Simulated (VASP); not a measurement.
Here is a VASP 6.6.1 calculation.

The input INCAR:

```
ALGO = Normal
EDIFF = 1E-6
ENCUT = 520
GGA = CA
ISIF = 2
ISMEAR = 0
LASPH = True
LCHARG = False
LREAL = False
LWAVE = False
NBANDS = 16
NELM = 100
PREC = Accurate
SIGMA = 0.01
```

KPOINTS

```
k-points
0
Gamma
  6 6 6
```

The input POSCAR:

```
CdTe
1.0
    3.2370500000      3.2370500000      0.0000000000
   -3.2370500000      3.2370500000      0.0000000000
    0.0000000000      3.2370500000      3.1613638664
Cd Te
1 1
Direct
    0.0000000000      0.0000000000      0.0000000000
    0.7500000000      0.2500000000      0.5000000000
```

Potentials or basis: VASP PAW LDA potentials, release 64 (Cd, Te).

Run with:

```sh
$ cat potpaw_LDA.64/Cd/POTCAR potpaw_LDA.64/Te/POTCAR > POTCAR
$ mpirun -np 1 vasp_std > vasp.out
```

**Question.** What does it give for the pressure?

**Answer.** 0.0 GPa.

**Question.** What does it give for the band gap on the k mesh?

**Answer.** 0.58 eV, direct.

Stress tensor (GPa, compression positive):
```
-0.18  0.00  0.00
 0.00 -0.18  0.00
 0.00  0.00  0.24
```

Caveat: the cell differs from its parent crystal (in-plane strain +0.01, then relaxed in part); spin-orbit coupling is left out, which moves the levels of the heavy elements.
